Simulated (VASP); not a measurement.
## KI: single point with PBE

Crystal: KI.

```
K I
1.0
     6.03883    0.00000    0.00000
    -3.01941    5.22978    0.00000
     0.00000    0.00000    7.03911
K I
2 2
Direct
  0.33333 0.66667 0.25000
  0.66667 0.33333 0.75000
  0.66667 0.33333 0.25000
  0.33333 0.66667 0.75000
```

```yaml
Program: VASP 6.6.1
Task: single point
Functional: PBE
Potentials_or_basis: VASP PAW PBE potentials, release 64 (K_sv, I)
Cutoff: 520 eV
k_mesh: 6 × 6 × 4
Occupations: gaussian, width 0.01 eV
Spin: no spin polarisation
Dipole_correction: no
Further_INCAR_settings: ALGO = Normal; EDIFF = 1e-07; NBANDS = 24
```

- Pressure: 0.3 GPa
- Band gap on the k mesh: 3.79 eV

Stress tensor (GPa, compression positive):
```
0.24 0.00 0.00
0.00 0.24 0.00
0.00 0.00 0.34
```

Levels at points of the mesh, in eV from the valence-band top:
```csv
k point,band 13,band 14,band 15,band 16,band 17,band 18,band 19,band 20
"(0.00, 0.00, 0.00)",-0.54,-0.29,-0.29,0.00,3.79,5.78,6.35,6.35
"(0.50, 0.00, 0.00)",-0.56,-0.51,-0.30,-0.16,5.34,5.60,5.84,5.84
"(0.00, 0.00, 0.50)",-0.43,-0.43,-0.43,-0.43,4.94,4.94,6.96,6.96
"(0.50, 0.00, 0.50)",-0.41,-0.41,-0.27,-0.27,5.45,5.45,7.09,7.09
```

Wall time 2.7 min on 1 thread of Intel(R) Xeon(R) Platinum 8488C (Sapphire Rapids), on a shared host, peak memory 0.38 GiB.

Caveat: spin-orbit coupling is left out, which moves the levels of the heavy elements. A k mesh can miss the band edges.
